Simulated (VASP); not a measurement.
# HfB (P-3m1) in VASP: single point with PBE

Aim: the single point of HfB with PBE.

All numbers are computed with VASP 6.6.1; they aren't measurements. Logs are shortened: lines on timing, memory, paths and dates and some standing lists are left out, and cuts for length are marked.

## Step 1: The cell of the first run

It takes space group P-3m1 (No. 164, trigonal). Conventional cell: a = 3.470 Å, b = 3.470 Å, c = 13.537 Å, α = 90.00°, β = 90.00°, γ = 120.00°. Within 3.2 Å of Hf (site symmetry 3m) lie 6 B at 2.40 Å. Within 3.2 Å of Hf (site symmetry 3m) lie 6 B at 2.42 to 2.43 Å. Within 3.2 Å of Hf (site symmetry -3m) lie 6 B at 2.44 Å. B (site symmetry -3m) has 6 Hf at 2.40 Å and 2 B at 2.64 Å within 3.2 Å. B (site symmetry 3m) has 6 Hf at 2.40 to 2.43 Å and 1 B at 2.64 Å within 3.2 Å. Within 3.2 Å of B (site symmetry 3m) lie 6 Hf at 2.42 to 2.44 Å.

## Step 2: Single point, PBE

INCAR

```
ALGO     = Normal         # electronic algorithm
EDIFF    = 1E-7           # SCF threshold, eV
ENCUT    = 520            # plane-wave cutoff, eV
GGA      = PE             # functional
ISIF     = 2              # what is computed and relaxed
ISMEAR   = 0              # smearing method
LASPH    = True           # aspherical terms in the spheres
LCHARG   = False          # write CHGCAR
LREAL    = False          # projectors in reciprocal space
LWAVE    = False          # write WAVECAR
NBANDS   = 44             # bands
NELM     = 100            # most SCF steps
PREC     = Accurate       # precision mode
SIGMA    = 0.1            # smearing width, eV
```

KPOINTS

```
k-points
0
Gamma
  12 12 3
```

POSCAR

```
HfB
1.0
    3.4697808768      0.0000000000      0.0000000000
   -1.7348904384      3.0049183848      0.0000000000
    0.0000000000      0.0000000000     13.5370581213
Hf B
5 5
Direct
    0.0000000000      0.0000000000      0.0030278551
    0.3333333333      0.6666666667      0.1969721449
    0.0000000000      0.0000000000      0.3964219269
    0.6666666667      0.3333333333      0.6000000000
    0.3333333333      0.6666666667      0.8035780731
    0.6666666667      0.3333333333      0.1000000000
    0.6666666667      0.3333333333      0.2947604825
    0.3333333333      0.6666666667      0.4972784756
    0.0000000000      0.0000000000      0.7027215244
    0.6666666667      0.3333333333      0.9052395175
```

Potentials or basis: VASP PAW PBE potentials, release 64 (Hf_pv, B).

Started as:

```console
> cat potpaw_PBE.64/Hf_pv/POTCAR potpaw_PBE.64/B/POTCAR > POTCAR
> mpirun -np 1 vasp_std > vasp.out
```

OUTCAR:

```text
EDIFF = 1E-7
   ENCUT = 520
   GGA = PE
   ISIF = 2
   ISMEAR = 0
   LASPH = True
   LREAL = False
   NELM = 100
   PREC = Accurate

 ion  position               nearest neighbor table
   1  0.000  0.000  0.003-   6 2.40   6 2.40   6 2.40  10 2.40  10 2.40  10 2.40   2 3.30   2 3.30
                             2 3.30   5 3.36   5 3.36   5 3.36
   2  0.333  0.667  0.197-   6 2.40   6 2.40   6 2.40   7 2.40   7 2.40   7 2.40   1 3.30   1 3.30
                             1 3.30   3 3.36   3 3.36   3 3.36
   3  0.000  0.000  0.396-   8 2.42   8 2.42   8 2.42   7 2.43   7 2.43   7 2.43   2 3.36   2 3.36
                             2 3.36   4 3.41   4 3.41   4 3.41
   4  0.667  0.333  0.600-   8 2.44   9 2.44   8 2.44   9 2.44   9 2.44   8 2.44   5 3.41   5 3.41
                             3 3.41   3 3.41   3 3.41   5 3.41
   5  0.333  0.667  0.804-   9 2.42   9 2.42   9 2.42  10 2.43  10 2.43  10 2.43   1 3.36   1 3.36
                             1 3.36   4 3.41   4 3.41   4 3.41
   6  0.667  0.333  0.100-   2 2.40   2 2.40   1 2.40   1 2.40   1 2.40   2 2.40
   7  0.667  0.333  0.295-   2 2.40   2 2.40   2 2.40   3 2.43   3 2.43   3 2.43
   8  0.333  0.667  0.497-   3 2.42   3 2.42   3 2.42   4 2.44   4 2.44   4 2.44
   9  0.000  0.000  0.703-   5 2.42   5 2.42   5 2.42   4 2.44   4 2.44   4 2.44
  10  0.667  0.333  0.905-   1 2.40   1 2.40   1 2.40   5 2.43   5 2.43   5 2.43

  LATTYP: Found a hexagonal cell.
 ALAT       =     3.4697808768
 C/A-ratio  =     3.9014158536

  Lattice vectors:

 A1 = (   3.4697808768,   0.0000000000,   0.0000000000)
 A2 = (  -1.7348904384,   3.0049183848,   0.0000000000)
 A3 = (   0.0000000000,   0.0000000000,  13.5370581213)

Analysis of symmetry for initial positions (statically):
=====================================================================
 Subroutine PRICEL returns:
 Original cell was already a primitive cell.

 Routine SETGRP: Setting up the symmetry group for a
 hexagonal supercell.

 Subroutine GETGRP returns: Found 12 space group operations
 (whereof  6 operations were pure point group operations)
 out of a pool of 24 trial point group operations.

The static configuration has the point symmetry C_3v.
 The point group associated with its full space group is D_3d.

Analysis of symmetry for dynamics (positions and initial velocities):
=====================================================================
 Subroutine PRICEL returns:
 Original cell was already a primitive cell.

 Routine SETGRP: Setting up the symmetry group for a
 hexagonal supercell.

 Subroutine GETGRP returns: Found 12 space group operations
 (whereof  6 operations were pure point group operations)
 out of a pool of 24 trial point group operations.

The dynamic configuration has the point symmetry C_3v.
 The point group associated with its full space group is D_3d.

 Subroutine INISYM returns: Found 12 space group operations
 (whereof  6 operations are pure point group operations),
 and found     1 'primitive' translations

----------------------------------------------------------------------------------------

                                     Primitive cell

  volume of cell :     141.1429

  direct lattice vectors                    reciprocal lattice vectors
     3.469780877  0.000000000  0.000000000     0.288202637  0.166393870  0.000000000
    -1.734890438  3.004918385  0.000000000     0.000000000  0.332787741  0.000000000
     0.000000000  0.000000000 13.537058121     0.000000000  0.000000000  0.073871294

  length of vectors
     3.469780877  3.469780877 13.537058121     0.332787741  0.332787741  0.073871294

  position of ions in fractional coordinates (direct lattice)
     0.000000000  0.000000000  0.003027855
     0.333333333  0.666666667  0.196972145
     0.000000000  0.000000000  0.396421927
     0.666666667  0.333333333  0.600000000
     0.333333333  0.666666667  0.803578073
     0.666666667  0.333333333  0.100000000
     0.666666667  0.333333333  0.294760483
     0.333333333  0.666666667  0.497278476
     0.000000000  0.000000000  0.702721524
     0.666666667  0.333333333  0.905239518

  ion indices of the primitive-cell ions
   primitive index   ion index
                 1           1
                 2           2
                 3           3
                 4           4
                 5           5
                 6           6
                 7           7
                 8           8
                 9           9
                10          10

----------------------------------------------------------------------------------------

 KPOINTS: k-points

Automatic generation of k-mesh.
 Grid dimensions read from file:
 generate k-points for:   12   12    3

 Generating k-lattice:

  Cartesian coordinates                     Fractional coordinates (reciprocal lattice)
     0.024016886  0.013866156  0.000000000     0.083333333 -0.000000000  0.000000000
     0.000000000  0.027732312  0.000000000     0.000000000  0.083333333  0.000000000
     0.000000000  0.000000000  0.024623765     0.000000000  0.000000000  0.333333333

  Length of vectors
     0.027732312  0.027732312  0.024623765

  Shift w.r.t. Gamma in fractional coordinates (k-lattice)
     0.000000000  0.000000000  0.000000000

 Subroutine IBZKPT returns following result:
 ===========================================

 Found     50 irreducible k-points:

 Following reciprocal coordinates:
            Coordinates               Weight
  0.000000  0.000000  0.000000      1.000000
  0.083333  0.000000  0.000000      6.000000
  0.166667  0.000000  0.000000      6.000000
  0.250000  0.000000  0.000000      6.000000
  0.333333  0.000000  0.000000      6.000000
  0.416667  0.000000  0.000000      6.000000
[... 16 lines left out ...]
  0.166667  0.000000  0.333333      6.000000
  0.000000  0.166667  0.333333      6.000000
 [... further k-points ...]
   k-points           NKPTS =     50   k-points in BZ     NKDIM =     50   number of bands    NBANDS=     44
   number of dos      NEDOS =    301   number of ions     NIONS =     10
   total plane-waves  NPLWV =  84672
   dimension x,y,z NGX =    28 NGY =   28 NGZ =  108
   dimension x,y,z NGXF=    56 NGYF=   56 NGZF=  216
   ions per type =               5   5
   NGX,Y,Z   is equivalent  to a cutoff of  13.42, 13.42, 13.26 a.u.
   NGXF,Y,Z  is equivalent  to a cutoff of  26.83, 26.83, 26.53 a.u.
 SYSTEM =  unknown system
   PREC   = accura    normal or accurate (medium, high low for compatibility)
   ISTART =      0    job   : 0-new  1-cont  2-samecut
   ICHARG =      2    charge: 1-file 2-atom 10-const
   ISPIN  =      1    spin polarized calculation?
   LNONCOLLINEAR =      F non collinear calculations
   LSORBIT =      F    spin-orbit coupling
   LASPH  =      T    aspherical Exc in radial PAW
   ENCUT  =  520.0 eV  38.22 Ry    6.18 a.u.   6.45  6.45 25.17*2*pi/ulx,y,z
   NELM   =    100;   NELMIN=  2; NELMDL= -5     # of ELM steps
   EDIFF  = 0.1E-06   stopping-criterion for ELM
   LREAL  =      F    real-space projection
   EDIFFG = 0.1E-05   stopping-criterion for IOM
   NSW    =      0    number of steps for IOM
   IBRION =     -1    ionic relax: 0-MD 1-quasi-New 2-CG
   NFREE  =      0    steps in history (QN), initial steepest desc. (CG)
   ISIF   =      2    stress and relaxation
   ISYM   =      2    0-nonsym 1-usesym 2-fastsym
   POTIM  = 0.5000    time-step for ionic-motion
   TEBEG  =    0.0;   TEEND  =   0.0 temperature during run
   PSTRESS=    0.0 pullay stress
   NELECT =      65.0000    total number of electrons
   NUPDOWN=      -1.0000    fix difference up-down
   EMIN   =  10.00;   EMAX   =-10.00  energy-range for DOS
   EFERMI =   0.00;   METHOD = LEGACY
   ISMEAR =     0;   SIGMA  =   0.10  broadening in eV -4-tet -1-fermi 0-gaus
   EFERMI_NEDOS =   21; number of points for ismear=-14 and -15
   IALGO  =     38    algorithm
   IMIX   =      4    mixing-type and parameters
     AMIX     =   0.40;   BMIX     =  1.00
     AMIX_MAG =   1.60;   BMIX_MAG =  1.00
  volume/ion in A,a.u.               =      14.11        95.25
  Fermi-wavevector in a.u.,A,eV,Ry     =   1.264231  2.389049 21.745904  1.598279
  Thomas-Fermi vector in A             =   2.397546
   LORBIT       =      0    0 simple, 1 ext, 2 COOP (PROOUT), +10 PAW based schemes
   GGA     = PE    functional components
   LHFCALC =     F    Hartree Fock is set to
   AEXX    =    0.0000 exact exchange contribution
   IVDW    =     0    specifies the selected vdW correction
   LEPSILON=     F    determine dielectric tensor
   LRPA    =     F    only Hartree local field effects (RPA)
 non-spin polarized calculation
 Gauss-broadening in eV      SIGMA  =   0.10
  energy-cutoff  :      520.00
  volume of cell :      141.14
 maximum number of plane-waves:      3855
 NGX is ok and might be reduce to    28
   NGX = 13   NGY = 13   NGZ = 51

 number of electron      65.0000003 magnetization

 Free energy of the ion-electron system (eV)
  ---------------------------------------------------
  ext. energy  EPLUGINS =         0.00000000
  ---------------------------------------------------
  free energy    TOTEN  =       -87.48911111 eV

  energy without entropy =      -87.46290121  energy(sigma->0) =      -87.47600616

 E-fermi :   4.3548     XC(G=0): -11.6659

 val. band max:        4.3491850342   @ k =   0.4167   0.0833   0.0000
 cond. band min:       4.3681447185   @ k =  -0.0833   0.2500   0.3333
 fundamental gap:      0.0189596843
 Fermi energy:         4.3547818515

 k-point     1 :       0.0000    0.0000    0.0000
  band No.  band energies     occupation
      1     -25.1200      2.00000
      2     -25.1115      2.00000
      3     -24.8646      2.00000
      4     -24.8442      2.00000
      5     -24.8442      2.00000
      6     -24.8311      2.00000
[... 36 lines left out ...]
     43       7.8676      0.00000
     44       8.2934      0.00000

 k-point     2 :       0.0833    0.0000    0.0000
  band No.  band energies     occupation
      1     -25.1135      2.00000
      2     -25.1039      2.00000
      3     -24.8824      2.00000
      4     -24.8724      2.00000
      5     -24.8499      2.00000
      6     -24.8411      2.00000
[... 1026 lines left out ...]
 k-point    24 :       0.0000    0.1667    0.3333
  band No.  band energies     occupation
      1     -25.1183      2.00000
      2     -25.0432      2.00000
      3     -24.9771      2.00000
      4     -24.9175      2.00000
      5     -24.8827      2.00000
      6     -24.8681      2.00000
[... 36 lines left out ...]
     43       8.8028      0.00000
     44       9.1223      0.00000

 [... further k-points ...]
[... 5 lines left out ...]
  --------------------------------------------------------------------------------------
  -------------------------------------------------------------------------------------
  Total        0.0955052      0.0955052     -0.0388634      0.0000000      0.0000000     -0.0000000
  in kB        1.0841225      1.0841225     -0.4411563      0.0000000      0.0000000     -0.0000000
  external PRESSURE =       0.5756962 kB  Pullay stress =       0.0000000 kB

 VOLUME and BASIS-vectors are now :
 -----------------------------------------------------------------------------
  energy-cutoff  :      520.00
  volume of cell :      141.14
      direct lattice vectors                 reciprocal lattice vectors
     3.469780877  0.000000000  0.000000000     0.288202637  0.166393870  0.000000000
    -1.734890438  3.004918385  0.000000000     0.000000000  0.332787741  0.000000000
     0.000000000  0.000000000 13.537058121     0.000000000  0.000000000  0.073871294

 POSITION                                       TOTAL-FORCE (eV/Angst)
 -----------------------------------------------------------------------------------
      0.00000      0.00000      0.04099        -0.000000     -0.000000     -0.005583
     -0.00000      2.00328      2.66642         0.000000      0.000000      0.005583
      0.00000      0.00000      5.36639         0.000000     -0.000000      0.001592
      1.73489      1.00164      8.12223        -0.000000     -0.000000     -0.000000
     -0.00000      2.00328     10.87808        -0.000000      0.000000     -0.001592
      1.73489      1.00164      1.35371        -0.000000     -0.000000     -0.000000
      1.73489      1.00164      3.99019         0.000000     -0.000000     -0.015815
     -0.00000      2.00328      6.73169        -0.000000     -0.000000      0.004752
      0.00000      0.00000      9.51278         0.000000      0.000000     -0.004752
      1.73489      1.00164     12.25428        -0.000000      0.000000      0.015815
 -----------------------------------------------------------------------------------
    total drift:                                0.000000     -0.000000      0.000013

  FREE ENERGIE OF THE ION-ELECTRON SYSTEM (eV)
  ---------------------------------------------------
  free  energy   TOTEN  =       -87.4891111137 eV

  energy  without entropy=      -87.4629012118  energy(sigma->0) =      -87.47600616
```

Wall time 11 min (1 thread of Intel Xeon Platinum 8488C (Sapphire Rapids), shared host); peak memory 0.42 GiB.

What came out:

```
Free energy   : -87.4891 eV
Pressure      : 0.1 GPa
Largest force : 0.016 eV/Å
```

Forces on the atoms (eV/Å):
```
Hf   0.000  0.000 -0.006
Hf   0.000  0.000  0.006
Hf   0.000  0.000  0.002
Hf   0.000  0.000  0.000
Hf   0.000  0.000 -0.002
B    0.000  0.000  0.000
B    0.000  0.000 -0.016
B    0.000  0.000  0.005
B    0.000  0.000 -0.005
B    0.000  0.000  0.016
```

Levels at points of the mesh, in eV from the Fermi level:
```
           k point  band 31  band 32  band 33  band 34  band 35  band 36
(0.00, 0.00, 0.00)     0.13     0.13     2.02     2.02     2.25     2.28
(0.50, 0.00, 0.00)    -0.89    -0.67     0.23     0.28     1.52     2.28
```

Caveat: spin-orbit coupling is left out, which moves the levels of the heavy elements.
